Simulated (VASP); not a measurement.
Write the native input for VASP 6.6.1 that does the following.

| Item | Value |
| --- | --- |
| Task | single point |
| Functional | r2SCAN |
| Potentials or basis | VASP PAW PBE potentials, release 64 (Si, O) |
| Cutoff | 520 eV |
| k mesh | 6 × 6 × 10 |
| Occupations | gaussian, width 0.01 eV |
| Spin | no spin polarisation |
| Dipole correction | no |
| Further INCAR settings | ALGO = Normal; EDIFF = 1e-06; NBANDS = 25 |

SiO2 (Stishovite):

```
CELL_PARAMETERS angstrom
4.37185 0.00000 0.00000
0.00000 4.37185 0.00000
0.00000 0.00000 2.78787
ATOMIC_POSITIONS crystal
Si 0.00000 0.00000 0.00000
Si 0.50000 0.50000 0.50000
O 0.31149 0.31149 0.00000
O 0.18851 0.81149 0.50000
O 0.68851 0.68851 0.00000
O 0.81149 0.18851 0.50000
```

This cell differs from its parent crystal: strain +4.5%.

One way to write it, as run:

POSCAR

```
SiO2
1.0
    4.3718489319      0.0000000000      0.0000000000
    0.0000000000      4.3718489319      0.0000000000
    0.0000000000      0.0000000000      2.7878698140
Si O
2 4
Direct
    0.0000000000      0.0000000000      0.0000000000
    0.5000000000      0.5000000000      0.5000000000
    0.3114926534      0.3114926534      0.0000000000
    0.1885073466      0.8114926534      0.5000000000
    0.6885073466      0.6885073466      0.0000000000
    0.8114926534      0.1885073466      0.5000000000
```

INCAR.step1

```
SYSTEM = SiO2
ALGO = Normal
EDIFF = 1E-4
ENCUT = 520
GGA = PE
ISMEAR = 0
LASPH = .TRUE.
LCHARG = .FALSE.
LREAL = .FALSE.
LWAVE = .TRUE.
NBANDS = 25
NELM = 80
PREC = Accurate
SIGMA = 0.01
```

INCAR.step2

```
SYSTEM = SiO2
ALGO = Normal
EDIFF = 1E-6
ENCUT = 520
ISIF = 2
ISMEAR = 0
ISTART = 1
LASPH = .TRUE.
LCHARG = .TRUE.
LELF = .TRUE.
LMIXTAU = .TRUE.
LREAL = .FALSE.
LVHAR = .TRUE.
LWAVE = .FALSE.
METAGGA = R2SCAN
NBANDS = 25
NELM = 80
PREC = Accurate
SIGMA = 0.01
```

KPOINTS

```
k-points
0
G
  6 6 10
  0 0 0
```

Potentials or basis: VASP PAW PBE potentials, release 64 (Si, O).

The run is started by

```sh
$ cat potpaw_PBE.64/Si/POTCAR potpaw_PBE.64/O/POTCAR > POTCAR
$ cp INCAR.step1 INCAR
$ mpirun -np 1 vasp_std > vasp.out
$ cp INCAR.step2 INCAR
$ mpirun -np 1 vasp_std > vasp.out
```

Results of the run:

```json
{
  "Pressure": "-30.8 GPa",
  "Largest force": "0.014 eV/Å",
  "Band gap on the k mesh": "4.43 eV, direct"
}
```

Caveat: the cell differs from its parent crystal (strain +4.5%); the PAW data sets were made with another functional, which shifts forces and pressure a little.

Wall time 7.3 min on 1 thread of AMD EPYC 7R43 64-Core Processor (Zen 3) (shared host), peak memory 0.17 GiB.
